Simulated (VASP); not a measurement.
Wanted: the native input for a VASP 6.6.1 run.

| Property | Result |
| --- | --- |
| Task | single point |
| Functional | PBE |
| Potentials or basis | VASP PAW PBE potentials, release 64 (Rh_pv) |
| Cutoff | 520 eV |
| k mesh | 15 × 15 × 15 |
| Occupations | fermi-dirac, width 0.1 eV |
| Spin | no spin polarisation |
| Dipole correction | no |
| Further INCAR settings | ALGO = Normal; EDIFF = 1e-06; NBANDS = 14 |

The structure of Rh lies in POSCAR:

```
Rh
1.0
    2.5371790253      0.0000000000      0.0000000000
    0.0000000000      2.5371790253      0.0000000000
    0.0000000000      0.0000000000      2.5371790253
Rh
1
Direct
    0.0000000000      0.0000000000      0.0000000000
```

The input as run:

INCAR

```
SYSTEM = Rh
PREC = Accurate ; ENCUT = 520
EDIFF = 1E-6 ; ISMEAR = -1
SIGMA = 0.1 ; LREAL = .False.
LASPH = .True. ; NELM = 60
ALGO = Normal ; ISIF = 2
LWAVE = .False. ; LCHARG = .True.
GGA = PE ; LELF = .True.
LVHAR = .True. ; NBANDS = 14
```

KPOINTS

```
Automatic mesh
0
Gamma
  15 15 15
  0 0 0
```

Potentials or basis: VASP PAW PBE potentials, release 64 (Rh_pv).

Launch:

```sh
$ cat potpaw_PBE.64/Rh_pv/POTCAR > POTCAR
$ mpirun -np 1 vasp_std > vasp.out
```

Results of the run:

| Property | Result |
| --- | --- |
| Pressure | 0.0 GPa |

Run time: 27 s on 1 thread of AMD EPYC 7R43 64-Core Processor (Zen 3), on a shared host, peak memory 0.11 GiB.
